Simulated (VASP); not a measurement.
# GaN (P6_3mc) in VASP: a series of runs

The runs below take GaN through single point, with LDA.

All numbers are computed with VASP 6.6.1; they aren't measurements. Logs are shortened: lines on timing, memory, paths and dates and some standing lists are left out, and cuts for length are marked.

**1. The cell of the first run**

Symmetry: P6_3mc, No. 186, hexagonal system. Conventional cell: a = 3.104 Å, b = 3.104 Å, c = 5.177 Å, α = 90.00°, β = 90.00°, γ = 120.00°. Within 2.5 Å of Ga (site symmetry 3m) lie 4 N at 1.91 to 1.93 Å. Within 2.5 Å of N (site symmetry 3m) lie 4 Ga at 1.91 to 1.93 Å.

**2. Single point, LDA**

Contents of INCAR:

```
PREC     = Accurate       # precision mode
ENCUT    = 520            # plane-wave cutoff, eV
EDIFF    = 1E-7           # SCF threshold, eV
ISMEAR   = 0              # smearing method
SIGMA    = 0.01           # smearing width, eV
LREAL    = False          # projectors in reciprocal space
LASPH    = True           # aspherical terms in the spheres
NELM     = 80             # most SCF steps
ALGO     = Normal         # electronic algorithm
ISIF     = 2              # what is computed and relaxed
LWAVE    = False          # write WAVECAR
LCHARG   = False          # write CHGCAR
GGA      = CA             # functional
NBANDS   = 26             # bands
```

Contents of KPOINTS:

```
regular mesh
0
Gamma
  8 8 5
```

Contents of POSCAR:

```
GaN
1.0
    3.1044710869      0.0000000000      0.0000000000
   -1.5522355434      2.6885508265      0.0000000000
    0.0000000000      0.0000000000      5.1765299657
Ga N
2 2
Direct
    0.3333333333      0.6666666667      0.0023042447
    0.6666666667      0.3333333333      0.5023042447
    0.3333333333      0.6666666667      0.3746957553
    0.6666666667      0.3333333333      0.8746957553
```

Potentials or basis: VASP PAW LDA potentials, release 64 (Ga_d, N).

Launch:

```console
> cat potpaw_LDA.64/Ga_d/POTCAR potpaw_LDA.64/N/POTCAR > POTCAR
> mpirun -np 1 vasp_std > vasp.out
```

OUTCAR:

```text
PREC = Accurate
   ENCUT = 520
   EDIFF = 1E-7
   ISMEAR = 0
   LREAL = False
   LASPH = True
   NELM = 80
   ISIF = 2
   GGA = CA

 ion  position               nearest neighbor table
   1  0.333  0.667  0.002-   4 1.91   4 1.91   4 1.91   3 1.93
   2  0.667  0.333  0.502-   3 1.91   3 1.91   3 1.91   4 1.93
   3  0.333  0.667  0.375-   2 1.91   2 1.91   2 1.91   1 1.93
   4  0.667  0.333  0.875-   1 1.91   1 1.91   1 1.91   2 1.93

  LATTYP: Found a hexagonal cell.
 ALAT       =     3.1044710869
 C/A-ratio  =     1.6674434455

  Lattice vectors:

 A1 = (   3.1044710869,   0.0000000000,   0.0000000000)
 A2 = (  -1.5522355434,   2.6885508265,   0.0000000000)
 A3 = (   0.0000000000,   0.0000000000,   5.1765299657)

Analysis of symmetry for initial positions (statically):
=====================================================================
 Subroutine PRICEL returns:
 Original cell was already a primitive cell.

 Routine SETGRP: Setting up the symmetry group for a
 hexagonal supercell.

 Subroutine GETGRP returns: Found 12 space group operations
 (whereof  6 operations were pure point group operations)
 out of a pool of 24 trial point group operations.

The static configuration has the point symmetry C_3v.
 The point group associated with its full space group is C_6v.

Analysis of symmetry for dynamics (positions and initial velocities):
=====================================================================
 Subroutine PRICEL returns:
 Original cell was already a primitive cell.

 Routine SETGRP: Setting up the symmetry group for a
 hexagonal supercell.

 Subroutine GETGRP returns: Found 12 space group operations
 (whereof  6 operations were pure point group operations)
 out of a pool of 24 trial point group operations.

The dynamic configuration has the point symmetry C_3v.
 The point group associated with its full space group is C_6v.

 Subroutine INISYM returns: Found 12 space group operations
 (whereof  6 operations are pure point group operations),
 and found     1 'primitive' translations

----------------------------------------------------------------------------------------

                                     Primitive cell

  volume of cell :      43.2061
[... 83 lines left out ...]
 SYSTEM =  unknown system
   PREC   = accura    normal or accurate (medium, high low for compatibility)
   ISTART =      0    job   : 0-new  1-cont  2-samecut
   ICHARG =      2    charge: 1-file 2-atom 10-const
   ISPIN  =      1    spin polarized calculation?
   LNONCOLLINEAR =      F non collinear calculations
   LSORBIT =      F    spin-orbit coupling
   LASPH  =      T    aspherical Exc in radial PAW
   ENCUT  =  520.0 eV  38.22 Ry    6.18 a.u.   5.77  5.77  9.62*2*pi/ulx,y,z
   NELM   =     80;   NELMIN=  2; NELMDL= -5     # of ELM steps
   EDIFF  = 0.1E-06   stopping-criterion for ELM
   LREAL  =      F    real-space projection
   EDIFFG = 0.1E-05   stopping-criterion for IOM
   NSW    =      0    number of steps for IOM
   IBRION =     -1    ionic relax: 0-MD 1-quasi-New 2-CG
   NFREE  =      0    steps in history (QN), initial steepest desc. (CG)
   ISIF   =      2    stress and relaxation
   ISYM   =      2    0-nonsym 1-usesym 2-fastsym
   POTIM  = 0.5000    time-step for ionic-motion
   TEBEG  =    0.0;   TEEND  =   0.0 temperature during run
   PSTRESS=    0.0 pullay stress
   NELECT =      36.0000    total number of electrons
   NUPDOWN=      -1.0000    fix difference up-down
   EMIN   =  10.00;   EMAX   =-10.00  energy-range for DOS
   EFERMI =   0.00;   METHOD = LEGACY
   ISMEAR =     0;   SIGMA  =   0.01  broadening in eV -4-tet -1-fermi 0-gaus
   EFERMI_NEDOS =   21; number of points for ismear=-14 and -15
   IALGO  =     38    algorithm
   IMIX   =      4    mixing-type and parameters
     AMIX     =   0.40;   BMIX     =  1.00
     AMIX_MAG =   1.60;   BMIX_MAG =  1.00
  volume/ion in A,a.u.               =      10.80        72.89
  Fermi-wavevector in a.u.,A,eV,Ry     =   1.540497  2.911117 32.288399  2.373130
  Thomas-Fermi vector in A             =   2.646576
   LORBIT       =      0    0 simple, 1 ext, 2 COOP (PROOUT), +10 PAW based schemes
   GGA     = CA    functional components
   LHFCALC =     F    Hartree Fock is set to
   AEXX    =    0.0000 exact exchange contribution
   IVDW    =     0    specifies the selected vdW correction
   LEPSILON=     F    determine dielectric tensor
   LRPA    =     F    only Hartree local field effects (RPA)
 non-spin polarized calculation
 Gauss-broadening in eV      SIGMA  =   0.01
  energy-cutoff  :      520.00
  volume of cell :       43.21
 maximum number of plane-waves:      1178
 NGX is ok and might be reduce to    24
   NGX = 11   NGY = 11   NGZ = 19

 number of electron      36.0000008 magnetization

 Free energy of the ion-electron system (eV)
  ---------------------------------------------------
  ext. energy  EPLUGINS =         0.00000000
  ---------------------------------------------------
  free energy    TOTEN  =       -27.87236578 eV

  energy without entropy =      -27.87236578  energy(sigma->0) =      -27.87236578

 E-fermi :   5.8385     XC(G=0): -12.4249

 val. band max:        5.7586626419   @ k =   0.0000   0.0000   0.0000
 cond. band min:       7.9521193360   @ k =   0.0000   0.0000   0.0000
 fundamental gap:      2.1934566941
 Fermi energy:         5.8385253609

 k-point     1 :       0.0000    0.0000    0.0000
  band No.  band energies     occupation
      1     -10.6438      2.00000
      2      -9.5937      2.00000
      3      -7.9243      2.00000
      4      -7.8967      2.00000
      5      -7.8967      2.00000
      6      -7.8279      2.00000
[... 685 lines left out ...]
     25      17.5581      0.00000
     26      18.5877      0.00000

 [... further k-points ...]
[... 5 lines left out ...]
  --------------------------------------------------------------------------------------
  -------------------------------------------------------------------------------------
  Total        2.2867914      2.2867914      0.3136367      0.0000000      0.0000000      0.0000000
  in kB       84.7993519     84.7993519     11.6303536      0.0000000      0.0000000      0.0000000
  external PRESSURE =      60.4096858 kB  Pullay stress =       0.0000000 kB

 VOLUME and BASIS-vectors are now :
 -----------------------------------------------------------------------------
  energy-cutoff  :      520.00
  volume of cell :       43.21
      direct lattice vectors                 reciprocal lattice vectors
     3.104471087  0.000000000  0.000000000     0.322116062  0.185973795  0.000000000
    -1.552235543  2.688550827  0.000000000     0.000000000  0.371947590  0.000000000
     0.000000000  0.000000000  5.176529966     0.000000000  0.000000000  0.193179602

 POSITION                                       TOTAL-FORCE (eV/Angst)
 -----------------------------------------------------------------------------------
     -0.00000      1.79237      0.01193         0.000000     -0.000000      0.007606
      1.55224      0.89618      2.60019         0.000000      0.000000      0.007606
     -0.00000      1.79237      1.93962         0.000000     -0.000000     -0.007606
      1.55224      0.89618      4.52789        -0.000000     -0.000000     -0.007606
 -----------------------------------------------------------------------------------
    total drift:                               -0.000000      0.000000      0.000188

  FREE ENERGIE OF THE ION-ELECTRON SYSTEM (eV)
  ---------------------------------------------------
  free  energy   TOTEN  =       -27.8723657803 eV

  energy  without entropy=      -27.8723657803  energy(sigma->0) =      -27.87236578
```

It took 63 s on 1 thread of Intel Xeon 8259CL, shared host; peak memory 0.16 GiB.

What came out:

| Quantity | Value |
| --- | --- |
| Free energy | -27.8724 eV |
| Pressure | 6.0 GPa |
| Largest force | 0.008 eV/Å |
| Band gap on the k mesh | 2.19 eV |

Forces in eV/Å, atoms in the order of the input:
```
Ga   0.000  0.000  0.008
Ga   0.000  0.000  0.008
N    0.000  0.000 -0.008
N    0.000  0.000 -0.008
```

Caveat: the cell stands under pressure.

**3. Single point, LDA**

Contents of INCAR:

```
SYSTEM = GaN
  ALGO = Normal
  EDIFF = 1E-7
  ENCUT = 520
  GGA = CA
  ISIF = 2
  ISMEAR = 0
  LASPH = .True.
  LCHARG = .False.
  LREAL = .False.
  LWAVE = .False.
  NBANDS = 26
  NELM = 100
  PREC = Accurate
  SIGMA = 0.01
```

Contents of KPOINTS:

```
k-points
0
Gamma
  8 8 5
  0 0 0
```

Contents of POSCAR:

```
GaN
1.0
    3.1044710869      0.0000000000      0.0000000000
   -1.5522355434      2.6885508265      0.0000000000
    0.0000000000      0.0000000000      5.1769314443
Ga N
2 2
Direct
    0.3333333333      0.6666666667      0.0002938746
    0.6666666667      0.3333333333      0.5002938746
    0.3333333333      0.6666666667      0.3767061254
    0.6666666667      0.3333333333      0.8767061254
```

Potentials or basis: VASP PAW LDA potentials, release 64 (Ga_d, N).

Launch:

```console
> cat potpaw_LDA.64/Ga_d/POTCAR potpaw_LDA.64/N/POTCAR > POTCAR
> mpirun -np 1 vasp_std > vasp.out
```

Run time: 61 s. Hardware: 1 thread of Intel Xeon 8259CL, shared host; peak memory 0.16 GiB.

Results (log left out):

* Free energy: -27.8664 eV
* Pressure: 6.2 GPa
* Largest force: 0.273 eV/Å
* Band gap on the k mesh: 2.22 eV

Forces on the atoms (eV/Å):
```
Ga   0.000  0.000  0.273
Ga   0.000  0.000  0.273
N    0.000  0.000 -0.273
N    0.000  0.000 -0.273
```

Stress tensor (GPa, compression positive):
```
 9.57  0.00  0.00
 0.00  9.57  0.00
 0.00  0.00 -0.42
```

Levels at points of the mesh, in eV from the valence-band top:
```tsv
k point	band 15	band 16	band 17	band 18	band 19	band 20	band 21	band 22
(0.00, 0.00, 0.00)	-1.03	-0.15	0.00	0.00	2.22	4.73	9.15	10.22
(0.50, 0.00, 0.00)	-4.51	-2.90	-2.43	-1.14	5.19	5.68	5.94	8.80
```

Caveat: the cell stands under pressure.
